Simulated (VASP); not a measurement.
Runs of VASP 6.6.1 on C. It takes space group Fd-3m (No. 227, cubic). Conventional cell: a = 3.560 Å, b = 3.560 Å, c = 3.560 Å, α = 90.00°, β = 90.00°, γ = 90.00°. C (site symmetry -43m) has 4 C at 1.54 Å within 2.1 Å. 

```csv
task,level,potentials or basis,k mesh,cutoff (eV),smearing,GW scheme,GW iterations,cutoff of the response function,frequency points,empty bands,gap on the mesh (eV),pressure (GPa)
single point,HSE06,"VASP PAW PBE potentials, release 64 (C)",6 × 6 × 6,520,fermi-dirac 0.05 eV,-,-,-,-,-,5.33,-4.8
single point,PBE,"VASP PAW PBE potentials, release 64 (C)","8 × 8 × 8, shifted",600,gaussian 0.01 eV,-,-,-,-,-,(a),4.2
single point,LDA,"VASP PAW LDA potentials, release 64 (C)",4 × 4 × 4,520,gaussian 0.01 eV,-,-,-,-,-,(b),-8.2
single point,PBE+D4,"VASP PAW PBE potentials, release 64 (C)",8 × 8 × 8,600,gaussian 0.01 eV,-,-,-,-,-,4.14,-1.1
single point,HSE06,"VASP PAW PBE potentials, release 64 (C)",6 × 6 × 6,520,gaussian 0.01 eV,-,-,-,-,-,5.33,-4.8
single point,PBE-based screened hybrid,"VASP PAW PBE potentials, release 64 (C)",6 × 6 × 6,520,gaussian 0.01 eV,-,-,-,-,-,4.63,-1.5
single point,PBE+D3(BJ),"VASP PAW PBE potentials, release 64 (C)",8 × 8 × 8,600,gaussian 0.01 eV,-,-,-,-,-,4.14,-1.2
single point,PBE,"VASP PAW PBE potentials, release 64 (C)",8 × 8 × 8,600,gaussian 0.2 eV,-,-,-,-,-,4.14,4.2
```

Alike in all rows: no spin polarisation; cell a = 2.517 Å, angles 60.0°, 2 atoms.

**Question.** Fill in the values left out.

**Answer.** (a) 4.64; (b) 4.41.

Caveats: some runs use coarse meshes; the PAW data sets were made with another functional, which shifts forces and pressure a little (some runs).

A k mesh can miss the band edges.
